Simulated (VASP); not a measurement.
# Fe (P6_3/mmc) in VASP: notebook

The runs below take Fe through single point, with revPBE.

All numbers are computed with VASP 6.6.1; they aren't measurements. Logs are shortened: lines on timing, memory, paths and dates and some standing lists are left out, and cuts for length are marked.

## Step 1: The cell of the first run

The structure is hexagonal, space group P6_3/mmc (No. 194). Conventional cell: a = 2.474 Å, b = 2.474 Å, c = 3.913 Å, α = 90.00°, β = 90.00°, γ = 120.00°. Within 3.2 Å of Fe (site symmetry -6m2) lie 12 Fe at 2.42 to 2.47 Å.

This isn't the form of Fe at room conditions, which is bcc.

## Step 2: Single point, revPBE

File INCAR:

```
SYSTEM = Fe
PREC = Accurate ; ENCUT = 600
EDIFF = 1E-6 ; ISMEAR = -1
SIGMA = 0.1 ; LREAL = .False.
LASPH = .True. ; NELM = 120
ALGO = Normal ; ISIF = 2
LWAVE = .False. ; LCHARG = .False.
GGA = RE ; NBANDS = 15
GGA_COMPAT = .False.
```

File KPOINTS:

```
Automatic mesh
0
Gamma
  14 14 8
  0 0 0
```

File POSCAR:

```
Fe
1.0
    2.4739776775      0.0000000000      0.0000000000
   -1.2369888388      2.1425275171      0.0000000000
    0.0000000000      0.0000000000      3.9125644607
Fe
2
Direct
    0.3333333333      0.6666666667      0.2500000000
    0.6666666667      0.3333333333      0.7500000000
```

Potentials or basis: VASP PAW PBE potentials, release 64 (Fe).

Launch:

```console
> cat potpaw_PBE.64/Fe/POTCAR > POTCAR
> mpirun -np 1 vasp_std > vasp.out
```

OUTCAR:

```text
SYSTEM = Fe
   PREC = Accurate
   ENCUT = 600
   EDIFF = 1E-6
   ISMEAR = -1
   LREAL = .False.
   LASPH = .True.
   NELM = 120
   ISIF = 2
   GGA = RE

 ion  position               nearest neighbor table
   1  0.333  0.667  0.250-   2 2.42   2 2.42   2 2.42   2 2.42   2 2.42   2 2.42
   2  0.667  0.333  0.750-   1 2.42   1 2.42   1 2.42   1 2.42   1 2.42   1 2.42

  LATTYP: Found a hexagonal cell.
 ALAT       =     2.4739776775
 C/A-ratio  =     1.5814873741

  Lattice vectors:

 A1 = (   2.4739776775,   0.0000000000,   0.0000000000)
 A2 = (  -1.2369888388,   2.1425275171,   0.0000000000)
 A3 = (   0.0000000000,   0.0000000000,   3.9125644607)

Analysis of symmetry for initial positions (statically):
=====================================================================
 Subroutine PRICEL returns:
 Original cell was already a primitive cell.

 Routine SETGRP: Setting up the symmetry group for a
 hexagonal supercell.

 Subroutine GETGRP returns: Found 24 space group operations
 (whereof 12 operations were pure point group operations)
 out of a pool of 24 trial point group operations.

The static configuration has the point symmetry D_3d.
 The point group associated with its full space group is D_6h.

Analysis of symmetry for dynamics (positions and initial velocities):
=====================================================================
 Subroutine PRICEL returns:
 Original cell was already a primitive cell.

 Routine SETGRP: Setting up the symmetry group for a
 hexagonal supercell.

 Subroutine GETGRP returns: Found 24 space group operations
 (whereof 12 operations were pure point group operations)
 out of a pool of 24 trial point group operations.

The dynamic configuration has the point symmetry D_3d.
 The point group associated with its full space group is D_6h.

 Subroutine INISYM returns: Found 24 space group operations
 (whereof 12 operations are pure point group operations),
 and found     1 'primitive' translations

----------------------------------------------------------------------------------------

                                     Primitive cell

  volume of cell :      20.7388

  direct lattice vectors                    reciprocal lattice vectors
     2.473977678  0.000000000  0.000000000     0.404207366  0.233369231  0.000000000
    -1.236988839  2.142527517  0.000000000     0.000000000  0.466738463  0.000000000
     0.000000000  0.000000000  3.912564461     0.000000000  0.000000000  0.255586843

  length of vectors
     2.473977678  2.473977678  3.912564461     0.466738463  0.466738463  0.255586843

  position of ions in fractional coordinates (direct lattice)
     0.333333333  0.666666667  0.250000000
     0.666666667  0.333333333  0.750000000

  ion indices of the primitive-cell ions
   primitive index   ion index
                 1           1
                 2           2

----------------------------------------------------------------------------------------

 KPOINTS: Automatic mesh

Automatic generation of k-mesh.
 Grid dimensions read from file:
 generate k-points for:   14   14    8

 Generating k-lattice:

  Cartesian coordinates                     Fractional coordinates (reciprocal lattice)
     0.028871955  0.016669231  0.000000000     0.071428571 -0.000000000  0.000000000
     0.000000000  0.033338462  0.000000000     0.000000000  0.071428571  0.000000000
     0.000000000  0.000000000  0.031948355     0.000000000  0.000000000  0.125000000

  Length of vectors
     0.033338462  0.033338462  0.031948355

  Shift w.r.t. Gamma in fractional coordinates (k-lattice)
     0.000000000  0.000000000  0.000000000

 Subroutine IBZKPT returns following result:
 ===========================================

 Found    120 irreducible k-points:

 Following reciprocal coordinates:
            Coordinates               Weight
  0.000000  0.000000  0.000000      1.000000
  0.071429 -0.000000  0.000000      6.000000
  0.142857 -0.000000  0.000000      6.000000
  0.214286 -0.000000  0.000000      6.000000
  0.285714 -0.000000  0.000000      6.000000
  0.357143 -0.000000  0.000000      6.000000
[... 16 lines left out ...]
  0.285714  0.285714  0.000000      6.000000
  0.357143  0.285714  0.000000      6.000000
 [... further k-points ...]
   k-points           NKPTS =    120   k-points in BZ     NKDIM =    120   number of bands    NBANDS=     15
   number of dos      NEDOS =    301   number of ions     NIONS =      2
   total plane-waves  NPLWV =  12800
   dimension x,y,z NGX =    20 NGY =   20 NGZ =   32
   dimension x,y,z NGXF=    40 NGYF=   40 NGZF=   64
   ions per type =               2
   NGX,Y,Z   is equivalent  to a cutoff of  13.44, 13.44, 13.60 a.u.
   NGXF,Y,Z  is equivalent  to a cutoff of  26.88, 26.88, 27.19 a.u.
 SYSTEM =  Fe
   PREC   = accura    normal or accurate (medium, high low for compatibility)
   ISTART =      0    job   : 0-new  1-cont  2-samecut
   ICHARG =      2    charge: 1-file 2-atom 10-const
   ISPIN  =      1    spin polarized calculation?
   LNONCOLLINEAR =      F non collinear calculations
   LSORBIT =      F    spin-orbit coupling
   LASPH  =      T    aspherical Exc in radial PAW
   ENCUT  =  600.0 eV  44.10 Ry    6.64 a.u.   4.94  4.94  7.81*2*pi/ulx,y,z
   NELM   =    120;   NELMIN=  2; NELMDL= -5     # of ELM steps
   EDIFF  = 0.1E-05   stopping-criterion for ELM
   LREAL  =      F    real-space projection
   EDIFFG = 0.1E-04   stopping-criterion for IOM
   NSW    =      0    number of steps for IOM
   IBRION =     -1    ionic relax: 0-MD 1-quasi-New 2-CG
   NFREE  =      0    steps in history (QN), initial steepest desc. (CG)
   ISIF   =      2    stress and relaxation
   ISYM   =      2    0-nonsym 1-usesym 2-fastsym
   POTIM  = 0.5000    time-step for ionic-motion
   TEBEG  =    0.0;   TEEND  =   0.0 temperature during run
   PSTRESS=    0.0 pullay stress
   NELECT =      16.0000    total number of electrons
   NUPDOWN=      -1.0000    fix difference up-down
   EMIN   =  10.00;   EMAX   =-10.00  energy-range for DOS
   EFERMI =   0.00;   METHOD = LEGACY
   ISMEAR =    -1;   SIGMA  =   0.10  broadening in eV -4-tet -1-fermi 0-gaus
   EFERMI_NEDOS =   21; number of points for ismear=-14 and -15
   IALGO  =     38    algorithm
   IMIX   =      4    mixing-type and parameters
     AMIX     =   0.40;   BMIX     =  1.00
     AMIX_MAG =   1.60;   BMIX_MAG =  1.00
  volume/ion in A,a.u.               =      10.37        69.98
  Fermi-wavevector in a.u.,A,eV,Ry     =   1.501482  2.837390 30.673648  2.254450
  Thomas-Fermi vector in A             =   2.612847
   LORBIT       =      0    0 simple, 1 ext, 2 COOP (PROOUT), +10 PAW based schemes
   GGA     = RE    functional components
   LHFCALC =     F    Hartree Fock is set to
   AEXX    =    0.0000 exact exchange contribution
   IVDW    =     0    specifies the selected vdW correction
   LEPSILON=     F    determine dielectric tensor
   LRPA    =     F    only Hartree local field effects (RPA)
 non-spin polarized calculation
  energy-cutoff  :      600.00
  volume of cell :       20.74
 maximum number of plane-waves:       708
 NGX is ok and might be reduce to    20
   NGX =  9   NGY =  9   NGZ = 15

 number of electron      16.0000001 magnetization

 Free energy of the ion-electron system (eV)
  ---------------------------------------------------
  ext. energy  EPLUGINS =         0.00000000
  ---------------------------------------------------
  free energy    TOTEN  =       -15.46075449 eV

  energy without entropy =      -15.37048518  energy(sigma->0) =      -15.41561983

 E-fermi :   6.7931     XC(G=0): -13.6304

 val. band max:        6.7926325285   @ k =   0.4286  -0.0000   0.2500
 cond. band min:       6.7932128249   @ k =   0.1429   0.1429   0.2500
 fundamental gap:      0.0005802964
 Fermi energy:         6.7931136446

 k-point     1 :       0.0000    0.0000    0.0000
  band No.  band energies     occupation
      1      -2.0145      2.00000
      2       1.9786      2.00000
      3       5.1966      2.00000
      4       5.1966      2.00000
      5       5.3172      2.00000
      6       5.6478      1.99998
      7       5.6478      1.99998
      8       5.9784      1.99942
      9       5.9784      1.99942
     10       7.3210      0.01014
     11       7.4880      0.00192
     12       7.4880      0.00192
     13      15.3988      0.00000
     14      28.5208      0.00000
     15      32.1304      0.00000

 k-point     2 :       0.0714   -0.0000    0.0000
  band No.  band energies     occupation
      1      -1.8277      2.00000
      2       2.0994      2.00000
      3       4.9637      2.00000
      4       5.3002      2.00000
      5       5.5064      1.99999
      6       5.6002      1.99999
      7       5.7383      1.99995
      8       5.8305      1.99987
      9       5.9075      1.99971
     10       6.3490      1.97671
     11       7.5220      0.00137
     12       8.7174      0.00000
     13      15.4103      0.00000
     14      27.6988      0.00000
     15      30.1503      0.00000

 k-point     3 :       0.1429   -0.0000    0.0000
  band No.  band energies     occupation
      1      -1.2834      2.00000
      2       2.4178      2.00000
      3       4.6273      2.00000
      4       5.0845      2.00000
      5       5.4353      2.00000
      6       5.5985      1.99999
      7       5.7256      1.99995
      8       5.8088      1.99989
      9       5.9729      1.99945
     10       5.9972      1.99930
     11       7.6011      0.00062
     12      10.1753      0.00000
     13      15.4536      0.00000
     14      25.0979      0.00000
     15      28.5750      0.00000

 k-point     4 :       0.2143   -0.0000    0.0000
  band No.  band energies     occupation
      1      -0.4372      2.00000
      2       2.7761      2.00000
      3       4.2705      2.00000
      4       4.3162      2.00000
      5       5.2949      2.00000
      6       5.4927      2.00000
      7       5.7859      1.99992
      8       6.0527      1.99878
      9       6.1869      1.99535
     10       6.3875      1.96597
     11       7.6869      0.00026
     12      11.7568      0.00000
     13      15.5417      0.00000
     14      22.0656      0.00000
     15      26.6074      0.00000
[... 307 lines left out ...]
 k-point    22 :       0.3571    0.2143    0.0000
  band No.  band energies     occupation
      1       2.8768      2.00000
      2       3.0148      2.00000
      3       3.0629      2.00000
      4       3.9326      2.00000
      5       4.7414      2.00000
      6       5.1094      2.00000
      7       5.9086      1.99971
      8       7.2665      0.01743
      9       7.6396      0.00042
     10       7.6599      0.00034
     11      10.5076      0.00000
     12      12.9165      0.00000
     13      16.6465      0.00000
     14      19.0796      0.00000
     15      19.5240      0.00000

 k-point    23 :       0.2857    0.2857    0.0000
  band No.  band energies     occupation
      1       2.9092      2.00000
      2       3.1373      2.00000
      3       3.4128      2.00000
      4       3.5419      2.00000
      5       4.7112      2.00000
      6       5.0720      2.00000
      7       5.9571      1.99953
      8       7.1124      0.07889
      9       7.6293      0.00047
     10       7.6397      0.00042
     11      10.5883      0.00000
     12      14.5323      0.00000
     13      14.6460      0.00000
     14      19.1538      0.00000
     15      19.6631      0.00000

 k-point    24 :       0.3571    0.2857    0.0000
  band No.  band energies     occupation
      1       2.8856      2.00000
      2       3.2652      2.00000
      3       3.3260      2.00000
      4       3.6875      2.00000
      5       4.7699      2.00000
      6       4.9291      2.00000
      7       6.0520      1.99879
      8       7.3053      0.01186
      9       7.4898      0.00188
     10       7.6150      0.00054
     11      11.8551      0.00000
     12      12.9593      0.00000
     13      14.4513      0.00000
     14      20.3021      0.00000
     15      20.5915      0.00000

 [... further k-points ...]

------------------------ aborting loop because EDIFF is reached ----------------------------------------

  FORCE on cell =-STRESS in cart. coord.  units (eV):
  Direction    XX          YY          ZZ          XY          YZ          ZX
  --------------------------------------------------------------------------------------
  -------------------------------------------------------------------------------------
  Total       -0.0699861     -0.0699861     -0.0980117      0.0000000     -0.0000000      0.0000000
  in kB       -5.4067799     -5.4067799     -7.5718996      0.0000000     -0.0000000      0.0000000
  external PRESSURE =      -6.1284865 kB  Pullay stress =       0.0000000 kB

 VOLUME and BASIS-vectors are now :
 -----------------------------------------------------------------------------
  energy-cutoff  :      600.00
  volume of cell :       20.74
      direct lattice vectors                 reciprocal lattice vectors
     2.473977678  0.000000000  0.000000000     0.404207366  0.233369231  0.000000000
    -1.236988839  2.142527517  0.000000000     0.000000000  0.466738463  0.000000000
     0.000000000  0.000000000  3.912564461     0.000000000  0.000000000  0.255586843

 POSITION                                       TOTAL-FORCE (eV/Angst)
 -----------------------------------------------------------------------------------
     -0.00000      1.42835      0.97814        -0.000000      0.000000      0.000000
      1.23699      0.71418      2.93442         0.000000     -0.000000      0.000000
 -----------------------------------------------------------------------------------
    total drift:                                0.000000     -0.000000     -0.000000

  FREE ENERGIE OF THE ION-ELECTRON SYSTEM (eV)
  ---------------------------------------------------
  free  energy   TOTEN  =       -15.4607544874 eV

  energy  without entropy=      -15.3704851813  energy(sigma->0) =      -15.41561983
```

Run time: 22 s. Hardware: 1 thread of Intel Xeon Platinum 8559C (Emerald Rapids), shared host; peak memory 0.16 GiB.

What came out:

| Item | Value |
| --- | --- |
| Free energy | -15.4608 eV |
| Pressure | -0.6 GPa |
| Band gap on the k mesh | zero (bands 8 and 9 overlap by 1.79 eV) |

Levels at points of the mesh, in eV from the Fermi level:
| k point | band 5 | band 6 | band 7 | band 8 | band 9 | band 10 | band 11 | band 12 |
| --- | --- | --- | --- | --- | --- | --- | --- | --- |
| (0.00, 0.00, 0.00) | -1.48 | -1.15 | -1.15 | -0.81 | -0.81 | 0.53 | 0.69 | 0.69 |
| (0.50, 0.00, 0.00) | -1.89 | -1.48 | -1.03 | 0.80 | 1.02 | 1.05 | 2.62 | 4.73 |
| (0.00, 0.00, 0.50) | -1.71 | -1.71 | -1.71 | -1.71 | 0.31 | 0.31 | 0.31 | 0.31 |
| (0.50, 0.00, 0.50) | -0.62 | -0.62 | 0.11 | 0.11 | 0.93 | 0.93 | 2.44 | 2.44 |

Caveat: the PAW data sets were made with another functional, which shifts forces and pressure a little; the run has no spin polarisation, though such a crystal can be magnetic. Spin polarisation is off, so any magnetic state and its effect on volume and gap are missing.

## Step 3: Single point, revPBE (9.54 Å³/atom)

This run uses another cell than the first one, of 9.54 Å³/atom.

File INCAR:

```
PREC = Accurate
ENCUT = 600
EDIFF = 1E-6
ISMEAR = -1
SIGMA = 0.1
LREAL = False
LASPH = True
NELM = 120
ALGO = Normal
ISIF = 2
LWAVE = False
LCHARG = False
GGA = RE
NBANDS = 15
GGA_COMPAT = False
```

File KPOINTS:

```
Automatic mesh
0
Gamma
  16 16 9
```

File POSCAR:

```
Fe
1.0
    2.4061630455      0.0000000000      0.0000000000
   -1.2030815228      2.0837983230      0.0000000000
    0.0000000000      0.0000000000      3.8053164763
Fe
2
Direct
    0.3333333333      0.6666666667      0.2500000000
    0.6666666667      0.3333333333      0.7500000000
```

Potentials or basis: VASP PAW PBE potentials, release 64 (Fe).

Launch:

```console
> cat potpaw_PBE.64/Fe/POTCAR > POTCAR
> mpirun -np 1 vasp_std > vasp.out
```

Run time: 24 s. Hardware: 1 thread of Intel Xeon Platinum 8559C (Emerald Rapids), shared host; peak memory 0.16 GiB.

Results (log left out):

```yaml
Free_energy: -15.3369 eV
Pressure: 26.6 GPa
Band_gap_on_the_k_mesh: zero (bands 8 and 9 overlap by 2.06 eV)
```

Stress tensor (GPa, compression positive):
```
26.38  0.00  0.00
 0.00 26.38  0.00
 0.00  0.00 27.17
```

Levels at points of the mesh, in eV from the Fermi level:
```csv
k point,band 4,band 5,band 6,band 7,band 8,band 9,band 10,band 11,band 12,band 13
"(0.00, 0.00, 0.00)",-1.81,-1.67,-1.30,-1.30,-0.92,-0.92,0.56,0.78,0.78,9.47
"(0.50, 0.00, 0.00)",-2.18,-2.14,-1.66,-1.16,0.90,1.15,1.19,2.91,5.23,11.91
```

Caveat: the cell stands under pressure; the PAW data sets were made with another functional, which shifts forces and pressure a little; the run has no spin polarisation, though such a crystal can be magnetic. Spin polarisation is off, so any magnetic state and its effect on volume and gap are missing.
